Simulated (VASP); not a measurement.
# MgO (Fm-3m) in VASP: single point with LDA

Aim: the single point of MgO with LDA.

Everything below comes from runs of VASP 6.6.1. Logs are shortened: lines on timing, memory, paths and dates and some standing lists are left out, and cuts for length are marked.

### 1 The cell of the first run

Symmetry: Fm-3m, No. 225, cubic system. Conventional cell: a = 4.217 Å, b = 4.217 Å, c = 4.217 Å, α = 90.00°, β = 90.00°, γ = 90.00°. Within 2.8 Å of Mg (site symmetry m-3m) lie 6 O at 2.11 Å. O (site symmetry m-3m) has 6 Mg at 2.11 Å within 2.8 Å.

### 2 Single point, LDA

INCAR reads:

```
ALGO     = Normal         # electronic algorithm
EDIFF    = 1E-6           # SCF threshold, eV
ENCUT    = 600            # plane-wave cutoff, eV
GGA_COMPAT= False        
ISIF     = 2              # what is computed and relaxed
ISMEAR   = 0              # smearing method
LASPH    = True           # aspherical terms in the spheres
LCHARG   = False          # write CHGCAR
LREAL    = False          # projectors in reciprocal space
LWAVE    = False          # write WAVECAR
NBANDS   = 11             # bands
NELM     = 120            # most SCF steps
PREC     = Accurate       # precision mode
SIGMA    = 0.01           # smearing width, eV
```

KPOINTS reads:

```
k-points
0
Gamma
  8 8 8
```

POSCAR reads:

```
MgO
1.0
    0.0000000000      2.1085000000      2.1085000000
    2.1085000000      0.0000000000      2.1085000000
    2.1085000000      2.1085000000      0.0000000000
Mg O
1 1
Direct
    0.0000000000      0.0000000000      0.0000000000
    0.5000000000      0.5000000000      0.5000000000
```

Potentials or basis: VASP PAW LDA potentials, release 64 (Mg, O).

Started as:

```
$ cat potpaw_LDA.64/Mg/POTCAR potpaw_LDA.64/O/POTCAR > POTCAR
$ mpirun -np 1 vasp_std > vasp.out
```

OUTCAR:

```text
EDIFF = 1E-6
   ENCUT = 600
   ISIF = 2
   ISMEAR = 0
   LASPH = True
   LREAL = False
   NELM = 120
   PREC = Accurate

 ion  position               nearest neighbor table
   1  0.000  0.000  0.000-   2 2.11   2 2.11   2 2.11   2 2.11   2 2.11   2 2.11
   2  0.500  0.500  0.500-   1 2.11   1 2.11   1 2.11   1 2.11   1 2.11   1 2.11

  LATTYP: Found a face centered cubic cell.
 ALAT       =     4.2170000000

  Lattice vectors:

 A1 = (   0.0000000000,   2.1085000000,   2.1085000000)
 A2 = (   2.1085000000,   0.0000000000,   2.1085000000)
 A3 = (   2.1085000000,   2.1085000000,   0.0000000000)

Analysis of symmetry for initial positions (statically):
=====================================================================
 Subroutine PRICEL returns:
 Original cell was already a primitive cell.

 Routine SETGRP: Setting up the symmetry group for a
 face centered cubic supercell.

 Subroutine GETGRP returns: Found 48 space group operations
 (whereof 48 operations were pure point group operations)
 out of a pool of 48 trial point group operations.

The static configuration has the point symmetry O_h .

Analysis of symmetry for dynamics (positions and initial velocities):
=====================================================================
 Subroutine PRICEL returns:
 Original cell was already a primitive cell.

 Routine SETGRP: Setting up the symmetry group for a
 face centered cubic supercell.

 Subroutine GETGRP returns: Found 48 space group operations
 (whereof 48 operations were pure point group operations)
 out of a pool of 48 trial point group operations.

The dynamic configuration has the point symmetry O_h .

 Subroutine INISYM returns: Found 48 space group operations
 (whereof 48 operations are pure point group operations),
 and found     1 'primitive' translations

----------------------------------------------------------------------------------------

                                     Primitive cell

  volume of cell :      18.7478

  direct lattice vectors                    reciprocal lattice vectors
     0.000000000  2.108500000  2.108500000    -0.237135404  0.237135404  0.237135404
     2.108500000  0.000000000  2.108500000     0.237135404 -0.237135404  0.237135404
     2.108500000  2.108500000  0.000000000     0.237135404  0.237135404 -0.237135404

  length of vectors
     2.981869296  2.981869296  2.981869296     0.410730569  0.410730569  0.410730569

  position of ions in fractional coordinates (direct lattice)
     0.000000000  0.000000000  0.000000000
     0.500000000  0.500000000  0.500000000

  ion indices of the primitive-cell ions
   primitive index   ion index
                 1           1
                 2           2

----------------------------------------------------------------------------------------

 KPOINTS: k-points

Automatic generation of k-mesh.
 Grid dimensions read from file:
 generate k-points for:    8    8    8

 Generating k-lattice:

  Cartesian coordinates                     Fractional coordinates (reciprocal lattice)
    -0.029641926  0.029641926  0.029641926     0.125000000  0.000000000  0.000000000
     0.029641926 -0.029641926  0.029641926     0.000000000  0.125000000  0.000000000
     0.029641926  0.029641926 -0.029641926     0.000000000  0.000000000  0.125000000

  Length of vectors
     0.051341321  0.051341321  0.051341321

  Shift w.r.t. Gamma in fractional coordinates (k-lattice)
     0.000000000  0.000000000  0.000000000

 Subroutine IBZKPT returns following result:
 ===========================================

 Found     29 irreducible k-points:

 Following reciprocal coordinates:
            Coordinates               Weight
  0.000000  0.000000  0.000000      1.000000
  0.125000  0.000000  0.000000      8.000000
  0.250000  0.000000  0.000000      8.000000
  0.375000  0.000000  0.000000      8.000000
  0.500000  0.000000  0.000000      4.000000
  0.125000  0.125000  0.000000      6.000000
[... 16 lines left out ...]
  0.500000  0.250000  0.125000     48.000000
 -0.375000  0.250000  0.125000     24.000000
 [... further k-points ...]
   k-points           NKPTS =     29   k-points in BZ     NKDIM =     29   number of bands    NBANDS=     11
   number of dos      NEDOS =    301   number of ions     NIONS =      2
   total plane-waves  NPLWV =  13824
   dimension x,y,z NGX =    24 NGY =   24 NGZ =   24
   dimension x,y,z NGXF=    48 NGYF=   48 NGZF=   48
   ions per type =               1   1
   NGX,Y,Z   is equivalent  to a cutoff of  13.38, 13.38, 13.38 a.u.
   NGXF,Y,Z  is equivalent  to a cutoff of  26.76, 26.76, 26.76 a.u.
 SYSTEM =  unknown system
   PREC   = accura    normal or accurate (medium, high low for compatibility)
   ISTART =      0    job   : 0-new  1-cont  2-samecut
   ICHARG =      2    charge: 1-file 2-atom 10-const
   ISPIN  =      1    spin polarized calculation?
   LNONCOLLINEAR =      F non collinear calculations
   LSORBIT =      F    spin-orbit coupling
   LASPH  =      T    aspherical Exc in radial PAW
   ENCUT  =  600.0 eV  44.10 Ry    6.64 a.u.   5.96  5.96  5.96*2*pi/ulx,y,z
   NELM   =    120;   NELMIN=  2; NELMDL= -5     # of ELM steps
   EDIFF  = 0.1E-05   stopping-criterion for ELM
   LREAL  =      F    real-space projection
   EDIFFG = 0.1E-04   stopping-criterion for IOM
   NSW    =      0    number of steps for IOM
   IBRION =     -1    ionic relax: 0-MD 1-quasi-New 2-CG
   NFREE  =      0    steps in history (QN), initial steepest desc. (CG)
   ISIF   =      2    stress and relaxation
   ISYM   =      2    0-nonsym 1-usesym 2-fastsym
   POTIM  = 0.5000    time-step for ionic-motion
   TEBEG  =    0.0;   TEEND  =   0.0 temperature during run
   PSTRESS=    0.0 pullay stress
   NELECT =       8.0000    total number of electrons
   NUPDOWN=      -1.0000    fix difference up-down
   EMIN   =  10.00;   EMAX   =-10.00  energy-range for DOS
   EFERMI =   0.00;   METHOD = LEGACY
   ISMEAR =     0;   SIGMA  =   0.01  broadening in eV -4-tet -1-fermi 0-gaus
   EFERMI_NEDOS =   21; number of points for ismear=-14 and -15
   IALGO  =     38    algorithm
   IMIX   =      4    mixing-type and parameters
     AMIX     =   0.40;   BMIX     =  1.00
     AMIX_MAG =   1.60;   BMIX_MAG =  1.00
  volume/ion in A,a.u.               =       9.37        63.26
  Fermi-wavevector in a.u.,A,eV,Ry     =   1.232503  2.329092 20.668107  1.519063
  Thomas-Fermi vector in A             =   2.367270
   LORBIT       =      0    0 simple, 1 ext, 2 COOP (PROOUT), +10 PAW based schemes
   GGA     = CA    functional components
   LHFCALC =     F    Hartree Fock is set to
   AEXX    =    0.0000 exact exchange contribution
   IVDW    =     0    specifies the selected vdW correction
   LEPSILON=     F    determine dielectric tensor
   LRPA    =     F    only Hartree local field effects (RPA)
 non-spin polarized calculation
 Gauss-broadening in eV      SIGMA  =   0.01
  energy-cutoff  :      600.00
  volume of cell :       18.75
 maximum number of plane-waves:       638
   NGX = 11   NGY = 11   NGZ = 11

 number of electron       8.0000005 magnetization

 Free energy of the ion-electron system (eV)
  ---------------------------------------------------
  ext. energy  EPLUGINS =         0.00000000
  ---------------------------------------------------
  free energy    TOTEN  =       -13.42485427 eV

  energy without entropy =      -13.42485427  energy(sigma->0) =      -13.42485427

 E-fermi :   2.9151     XC(G=0): -11.5747

 val. band max:        2.8517245062   @ k =   0.0000   0.0000   0.0000
 cond. band min:       7.4752428019   @ k =   0.0000   0.0000   0.0000
 fundamental gap:      4.6235182957
 Fermi energy:         2.9150653669

 k-point     1 :       0.0000    0.0000    0.0000
  band No.  band energies     occupation
      1     -14.1311      2.00000
      2       2.8517      2.00000
      3       2.8517      2.00000
      4       2.8517      2.00000
      5       7.4752      0.00000
      6      18.3602      0.00000
      7      18.3602      0.00000
      8      18.3602      0.00000
      9      22.3754      0.00000
     10      24.0145      0.00000
     11      24.0145      0.00000

 k-point     2 :       0.1250    0.0000    0.0000
  band No.  band energies     occupation
      1     -13.9621      2.00000
      2       1.8871      2.00000
      3       2.7470      2.00000
      4       2.7470      2.00000
      5       8.3822      0.00000
      6      16.7108      0.00000
      7      18.7152      0.00000
      8      18.7152      0.00000
      9      23.0103      0.00000
     10      23.0103      0.00000
     11      24.4541      0.00000

 k-point     3 :       0.2500    0.0000    0.0000
  band No.  band energies     occupation
      1     -13.5209      2.00000
      2       0.1631      2.00000
      3       2.5063      2.00000
      4       2.5063      2.00000
      5       9.7989      0.00000
      6      15.1830      0.00000
      7      19.1873      0.00000
      8      19.1873      0.00000
      9      22.6214      0.00000
     10      22.6214      0.00000
     11      24.4389      0.00000

 k-point     4 :       0.3750    0.0000    0.0000
  band No.  band energies     occupation
      1     -13.0198      2.00000
      2      -1.2690      2.00000
      3       2.2801      2.00000
      4       2.2801      2.00000
      5      10.4795      0.00000
      6      14.9902      0.00000
      7      18.9900      0.00000
      8      18.9900      0.00000
      9      23.6613      0.00000
     10      23.9311      0.00000
     11      23.9311      0.00000

 k-point     5 :       0.5000    0.0000    0.0000
  band No.  band energies     occupation
      1     -12.7890      2.00000
      2      -1.8318      2.00000
      3       2.1900      2.00000
      4       2.1900      2.00000
      5      10.5646      0.00000
      6      15.2113      0.00000
      7      18.8159      0.00000
      8      18.8159      0.00000
      9      23.3581      0.00000
     10      24.9628      0.00000
     11      24.9628      0.00000
[... 211 lines left out ...]
 k-point    21 :       0.5000    0.5000    0.0000
  band No.  band energies     occupation
      1     -12.5184      2.00000
      2      -1.2865      2.00000
      3       1.4839      2.00000
      4       1.4839      2.00000
      5      11.7407      0.00000
      6      12.5171      0.00000
      7      15.7076      0.00000
      8      21.4317      0.00000
      9      21.4317      0.00000
     10      27.8677      0.00000
     11      29.3330      0.00000

 k-point    22 :       0.3750    0.2500    0.1250
  band No.  band energies     occupation
      1     -13.2037      2.00000
      2      -0.1962      2.00000
      3       1.6795      2.00000
      4       2.2277      2.00000
      5      11.1858      0.00000
      6      14.1062      0.00000
      7      17.5877      0.00000
      8      20.0405      0.00000
      9      20.6427      0.00000
     10      24.9288      0.00000
     11      28.2344      0.00000

 k-point    23 :       0.5000    0.2500    0.1250
  band No.  band energies     occupation
      1     -12.8080      2.00000
      2      -0.9043      2.00000
      3       1.0965      2.00000
      4       1.9715      2.00000
      5      12.1597      0.00000
      6      14.2789      0.00000
      7      16.4358      0.00000
      8      19.6378      0.00000
      9      22.2014      0.00000
     10      24.8959      0.00000
     11      28.4432      0.00000

 k-point    24 :      -0.3750    0.2500    0.1250
  band No.  band energies     occupation
      1     -12.6312      2.00000
      2      -1.2084      2.00000
      3       0.8875      2.00000
      4       1.8502      2.00000
      5      12.3285      0.00000
      6      14.8149      0.00000
      7      16.0114      0.00000
      8      19.3956      0.00000
      9      23.0643      0.00000
     10      24.5424      0.00000
     11      28.5837      0.00000

 [... further k-points ...]

------------------------ aborting loop because EDIFF is reached ----------------------------------------

  FORCE on cell =-STRESS in cart. coord.  units (eV):
  Direction    XX          YY          ZZ          XY          YZ          ZX
  --------------------------------------------------------------------------------------
  -------------------------------------------------------------------------------------
  Total       -0.9924404     -0.9924404     -0.9924404      0.0000000      0.0000000      0.0000000
  in kB      -84.8133504    -84.8133504    -84.8133504      0.0000000      0.0000000      0.0000000
  external PRESSURE =     -84.8133504 kB  Pullay stress =       0.0000000 kB

 VOLUME and BASIS-vectors are now :
 -----------------------------------------------------------------------------
  energy-cutoff  :      600.00
  volume of cell :       18.75
      direct lattice vectors                 reciprocal lattice vectors
     0.000000000  2.108500000  2.108500000    -0.237135404  0.237135404  0.237135404
     2.108500000  0.000000000  2.108500000     0.237135404 -0.237135404  0.237135404
     2.108500000  2.108500000  0.000000000     0.237135404  0.237135404 -0.237135404

 POSITION                                       TOTAL-FORCE (eV/Angst)
 -----------------------------------------------------------------------------------
      0.00000      0.00000      0.00000         0.000000      0.000000     -0.000000
      2.10850      2.10850      2.10850        -0.000000     -0.000000      0.000000
 -----------------------------------------------------------------------------------
    total drift:                               -0.000000     -0.000000      0.000000

  FREE ENERGIE OF THE ION-ELECTRON SYSTEM (eV)
  ---------------------------------------------------
  free  energy   TOTEN  =       -13.4248542667 eV

  energy  without entropy=      -13.4248542667  energy(sigma->0) =      -13.42485427
```

It took 5.5 s on 1 thread of AMD EPYC 7R43 (Zen 3), shared host; peak memory 0.1 GiB.

What came out:

```yaml
Free_energy: -13.4249 eV
Pressure: -8.5 GPa
Band_gap_on_the_k_mesh: 4.62 eV
```

Caveat: the cell stands under tension.
